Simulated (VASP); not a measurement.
Wanted: the native input for a VASP 6.6.1 run.

```yaml
Task: electric field gradients
Functional: PBEsol
Potentials_or_basis: VASP PAW PBE potentials, release 64 (Ti_sv)
Cutoff: 520 eV
k_mesh: 14 × 14 × 14
Occupations: fermi-dirac, width 0.05 eV
Spin: no spin polarisation
Dipole_correction: no
Further_INCAR_settings: ALGO = Normal; EDIFF = 1e-08; NBANDS = 12
```

The structure of Ti lies in POSCAR:

```
Ti
1.0
   -1.6902300000      1.6410000000      1.6410000000
    1.6410000000     -1.6902300000      1.6410000000
    1.6410000000      1.6410000000     -1.6902300000
Ti
1
Direct
    0.0000000000      0.0000000000      0.0000000000
```

This cell differs from its parent crystal: equal xy, yz and zx shear strains of -3 %.

These files were run (other wordings do the same):

INCAR

```
SYSTEM = Ti
  ALGO = Normal
  EDIFF = 1E-8
  ENCUT = 520
  GGA = PS
  ISIF = 2
  ISMEAR = -1
  LASPH = .TRUE.
  LCHARG = .FALSE.
  LEFG = .TRUE.
  LREAL = .FALSE.
  LWAVE = .FALSE.
  NBANDS = 12
  NELM = 100
  PREC = Accurate
  SIGMA = 0.05
```

KPOINTS

```
k-points
0
G
  14 14 14
  0 0 0
```

Potentials or basis: VASP PAW PBE potentials, release 64 (Ti_sv).

Command:

```sh
$ cat potpaw_PBE.64/Ti_sv/POTCAR > POTCAR
$ mpirun -np 1 vasp_std > vasp.out
```

It gave:

* Pressure: -6.9 GPa
* Band gap on the k mesh: zero (band 6 reaches 8.68 eV, above the bottom of band 7 at 7.07 eV)

Caveat: the cell differs from its parent crystal (equal xy, yz and zx shear strains of -3 %); without QUAD_EFG the Cq values of the log hold for a quadrupole moment of 1 mb, not for the nuclei; the PAW data sets were made with another functional, which shifts forces and pressure a little.

Run time: 43 s on 1 thread of Intel Xeon 6975P-C, on a shared host, peak memory 0.18 GiB.
